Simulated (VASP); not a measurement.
# Pt (P6_3/mmc) in VASP: further runs

Pt is run at these levels: r2SCAN; tasks: single point.

All numbers are computed with VASP 6.6.1; they aren't measurements. Logs are shortened: lines on timing, memory, paths and dates and some standing lists are left out, and cuts for length are marked.

### Step 1. The cell of the first run

The structure is hexagonal, space group P6_3/mmc (No. 194). The conventional cell has a = 2.761 Å, b = 2.761 Å, c = 4.792 Å, α = 90.00°, β = 90.00°, γ = 120.00°. Pt (site symmetry -6m2) has 12 Pt at 2.76 to 2.88 Å within 3.6 Å.

### Step 2. Single point, r2SCAN

Contents of POSCAR:

```
Pt
1.0
    2.7606656200      0.0000000000      0.0000000000
   -1.3803328100      2.3908065500      0.0000000000
    0.0000000000      0.0000000000      4.7921340000
Pt
2
Direct
    0.6666666689      0.3333333305      0.7500000000
    0.3333333311      0.6666666695      0.2500000000
```

Contents of INCAR.step1:

```
SYSTEM = Pt
PREC = Accurate
ENCUT = 520
ISMEAR = -1
SIGMA = 0.1
LREAL = .FALSE.
LASPH = .TRUE.
NELM = 100
NBANDS = 17
GGA = PE
ALGO = Normal
EDIFF = 1E-4
LWAVE = .TRUE.
LCHARG = .FALSE.
```

Contents of INCAR.step2:

```
SYSTEM = Pt
PREC = Accurate
ENCUT = 520
EDIFF = 1E-6
ISMEAR = -1
SIGMA = 0.1
LREAL = .FALSE.
LASPH = .TRUE.
NELM = 100
ALGO = Normal
ISIF = 2
LWAVE = .FALSE.
LCHARG = .FALSE.
METAGGA = R2SCAN
LMIXTAU = .TRUE.
NBANDS = 17
ISTART = 1
```

Contents of KPOINTS:

```
regular mesh
0
G
  3 3 2
  0 0 0
```

Potentials or basis: VASP PAW PBE potentials, release 64 (Pt).

Run with:

```console
$ cat potpaw_PBE.64/Pt/POTCAR > POTCAR
$ cp INCAR.step1 INCAR
$ mpirun -np 1 vasp_std > vasp.out
$ cp INCAR.step2 INCAR
$ mpirun -np 1 vasp_std > vasp.out
```

OUTCAR:

```text
SYSTEM = Pt
   PREC = Accurate
   ENCUT = 520
   EDIFF = 1E-6
   ISMEAR = -1
   LREAL = .FALSE.
   LASPH = .TRUE.
   NELM = 100
   ISIF = 2
   METAGGA = R2SCAN
   ISTART = 1

 ion  position               nearest neighbor table
   1  0.667  0.333  0.750-   2 2.88   2 2.88   2 2.88   2 2.88   2 2.88   2 2.88
   2  0.333  0.667  0.250-   1 2.88   1 2.88   1 2.88   1 2.88   1 2.88   1 2.88

  LATTYP: Found a hexagonal cell.
 ALAT       =     2.7606656200
 C/A-ratio  =     1.7358618028

  Lattice vectors:

 A1 = (   2.7606656200,   0.0000000000,   0.0000000000)
 A2 = (  -1.3803328100,   2.3908065500,   0.0000000000)
 A3 = (   0.0000000000,   0.0000000000,   4.7921340000)

Analysis of symmetry for initial positions (statically):
=====================================================================
 Subroutine PRICEL returns:
 Original cell was already a primitive cell.

 Routine SETGRP: Setting up the symmetry group for a
 hexagonal supercell.

 Subroutine GETGRP returns: Found 24 space group operations
 (whereof 12 operations were pure point group operations)
 out of a pool of 24 trial point group operations.

The static configuration has the point symmetry D_3d.
 The point group associated with its full space group is D_6h.

Analysis of symmetry for dynamics (positions and initial velocities):
=====================================================================
 Subroutine PRICEL returns:
 Original cell was already a primitive cell.

 Routine SETGRP: Setting up the symmetry group for a
 hexagonal supercell.

 Subroutine GETGRP returns: Found 24 space group operations
 (whereof 12 operations were pure point group operations)
 out of a pool of 24 trial point group operations.

The dynamic configuration has the point symmetry D_3d.
 The point group associated with its full space group is D_6h.

 Subroutine INISYM returns: Found 24 space group operations
 (whereof 12 operations are pure point group operations),
 and found     1 'primitive' translations

----------------------------------------------------------------------------------------

                                     Primitive cell

  volume of cell :      31.6291

  direct lattice vectors                    reciprocal lattice vectors
     2.760665620  0.000000000  0.000000000     0.362231482  0.209134445  0.000000000
    -1.380332810  2.390806550  0.000000000     0.000000000  0.418268889  0.000000000
[... 64 lines left out ...]
   ENCUT  =  520.0 eV  38.22 Ry    6.18 a.u.   5.13  5.13  8.91*2*pi/ulx,y,z
   NELM   =    100;   NELMIN=  2; NELMDL=  0     # of ELM steps
   EDIFF  = 0.1E-05   stopping-criterion for ELM
   LREAL  =      F    real-space projection
   EDIFFG = 0.1E-04   stopping-criterion for IOM
   NSW    =      0    number of steps for IOM
   IBRION =     -1    ionic relax: 0-MD 1-quasi-New 2-CG
   NFREE  =      0    steps in history (QN), initial steepest desc. (CG)
   ISIF   =      2    stress and relaxation
   ISYM   =      2    0-nonsym 1-usesym 2-fastsym
   POTIM  = 0.5000    time-step for ionic-motion
   TEBEG  =    0.0;   TEEND  =   0.0 temperature during run
   PSTRESS=    0.0 pullay stress
   NELECT =      20.0000    total number of electrons
   NUPDOWN=      -1.0000    fix difference up-down
   EMIN   =  10.00;   EMAX   =-10.00  energy-range for DOS
   EFERMI =   0.00;   METHOD = LEGACY
   ISMEAR =    -1;   SIGMA  =   0.10  broadening in eV -4-tet -1-fermi 0-gaus
   EFERMI_NEDOS =   21; number of points for ismear=-14 and -15
   IALGO  =     38    algorithm
   IMIX   =      4    mixing-type and parameters
     AMIX     =   0.40;   BMIX     =  1.00
     AMIX_MAG =   1.60;   BMIX_MAG =  1.00
  volume/ion in A,a.u.               =      15.81       106.72
  Fermi-wavevector in a.u.,A,eV,Ry     =   1.405149  2.655347 26.863944  1.974444
  Thomas-Fermi vector in A             =   2.527639
   LORBIT       =      0    0 simple, 1 ext, 2 COOP (PROOUT), +10 PAW based schemes
   METAGGA = R2SCAN    functional components
   LHFCALC =     F    Hartree Fock is set to
   AEXX    =    0.0000 exact exchange contribution
   IVDW    =     0    specifies the selected vdW correction
   LEPSILON=     F    determine dielectric tensor
   LRPA    =     F    only Hartree local field effects (RPA)
 non-spin polarized calculation
  energy-cutoff  :      520.00
  volume of cell :       31.63
 maximum number of plane-waves:       858
 NGX is ok and might be reduce to    24
   NGX = 11   NGY = 11   NGZ = 17

 number of electron      20.0000005 magnetization

 Free energy of the ion-electron system (eV)
  ---------------------------------------------------
  ext. energy  EPLUGINS =         0.00000000
  ---------------------------------------------------
  free energy    TOTEN  =      -101.82274696 eV

  energy without entropy =     -101.59869329  energy(sigma->0) =     -101.71072013

 E-fermi :   9.8001     XC(G=0): -14.3378

 val. band max:        9.7242394299   @ k =   0.3333   0.3333   0.5000
 cond. band min:       9.9178586237   @ k =   0.3333   0.0000   0.0000
 fundamental gap:      0.1936191938
 Fermi energy:         9.8000745073

 k-point     1 :       0.0000    0.0000    0.0000
  band No.  band energies     occupation
      1       0.1538      2.00000
      2       2.8758      2.00000
      3       5.8527      2.00000
      4       6.7466      2.00000
      5       6.7466      2.00000
      6       7.1238      2.00000
[... 97 lines left out ...]
      4       5.5132      2.00000
      5       6.4926      2.00000
      6       6.4926      2.00000
[... 9 lines left out ...]
     16      19.4091      0.00000
     17      28.5393      0.00000

------------------------ aborting loop because EDIFF is reached ----------------------------------------

  FORCE on cell =-STRESS in cart. coord.  units (eV):
  Direction    XX          YY          ZZ          XY          YZ          ZX
  --------------------------------------------------------------------------------------
  -------------------------------------------------------------------------------------
  Total        3.7852478      3.7852478     -6.5606091      0.0000000     -0.0000000      0.0000000
  in kB      191.7421982    191.7421969   -332.3284715      0.0000000     -0.0000000      0.0000000
  external PRESSURE =      17.0519746 kB  Pullay stress =       0.0000000 kB

 VOLUME and BASIS-vectors are now :
 -----------------------------------------------------------------------------
  energy-cutoff  :      520.00
  volume of cell :       31.63
      direct lattice vectors                 reciprocal lattice vectors
     2.760665620  0.000000000  0.000000000     0.362231482  0.209134445  0.000000000
    -1.380332810  2.390806550  0.000000000     0.000000000  0.418268889  0.000000000
     0.000000000  0.000000000  4.792134000     0.000000000  0.000000000  0.208675300

 POSITION                                       TOTAL-FORCE (eV/Angst)
 -----------------------------------------------------------------------------------
      1.38033      0.79694      3.59410         0.000000      0.000000      0.000000
     -0.00000      1.59387      1.19803        -0.000000     -0.000000      0.000000
 -----------------------------------------------------------------------------------
    total drift:                               -0.000002      0.000001     -0.000000

  FREE ENERGIE OF THE ION-ELECTRON SYSTEM (eV)
  ---------------------------------------------------
  free  energy   TOTEN  =      -101.8227469599 eV

  energy  without entropy=     -101.5986932949  energy(sigma->0) =     -101.71072013
```

OSZICAR.step1:

```text
N       E                     dE             d eps       ncg     rms          rms(c)
DAV:   1     0.101158609188E+03    0.10116E+03   -0.10399E+04   204   0.114E+03
DAV:   2    -0.102443799522E+02   -0.11140E+03   -0.10730E+03   223   0.247E+02
DAV:   3    -0.120217541148E+02   -0.17774E+01   -0.17437E+01   236   0.301E+01
DAV:   4    -0.120305409335E+02   -0.87868E-02   -0.87851E-02   246   0.229E+00
DAV:   5    -0.120306333990E+02   -0.92465E-04   -0.92464E-04   242   0.247E-01    0.168E+01
DAV:   6    -0.111979834460E+02    0.83265E+00   -0.11783E+00   220   0.971E+00    0.915E+00
DAV:   7    -0.111155517843E+02    0.82432E-01   -0.23403E-01   235   0.431E+00    0.335E+00
DAV:   8    -0.111073526695E+02    0.81991E-02   -0.30694E-02   221   0.145E+00    0.103E+00
DAV:   9    -0.111058907595E+02    0.14619E-02   -0.12571E-03   226   0.322E-01    0.949E-02
DAV:  10    -0.111058883300E+02    0.24295E-05   -0.26947E-05   102   0.372E-02
   1 F= -.11105888E+02 E0= -.10984021E+02  d E =-.243736E+00
```

It took 39 s on 1 thread of Intel Xeon Platinum 8488C (Sapphire Rapids), shared host; peak memory 0.15 GiB.

Results:

```yaml
Free_energy: -101.8227 eV
Pressure: 1.7 GPa
Band_gap_on_the_k_mesh: zero (band 10 reaches 9.72 eV, above the bottom of band 11 at 9.13 eV)
```

Stress tensor (GPa, compression positive):
```
 19.17   0.00   0.00
  0.00  19.17   0.00
  0.00   0.00 -33.23
```

Levels at points of the mesh, in eV from the Fermi level:
| k point | band 6 | band 7 | band 8 | band 9 | band 10 | band 11 | band 12 | band 13 | band 14 | band 15 |
| --- | --- | --- | --- | --- | --- | --- | --- | --- | --- | --- |
| (0.00, 0.00, 0.00) | -2.68 | -2.68 | -1.75 | -1.75 | -0.44 | -0.11 | -0.11 | 5.07 | 16.53 | 16.87 |
| (0.00, 0.00, 0.50) | -3.08 | -3.08 | -3.08 | -0.67 | -0.67 | -0.67 | -0.67 | 12.79 | 12.79 | 16.85 |

Caveat: the k points lie up to 0.88 Å⁻¹ apart; the PAW data sets were made with another functional, which shifts forces and pressure a little; spin-orbit coupling is left out, which moves the levels of the heavy elements.

(Continued in part 2 of 2.)
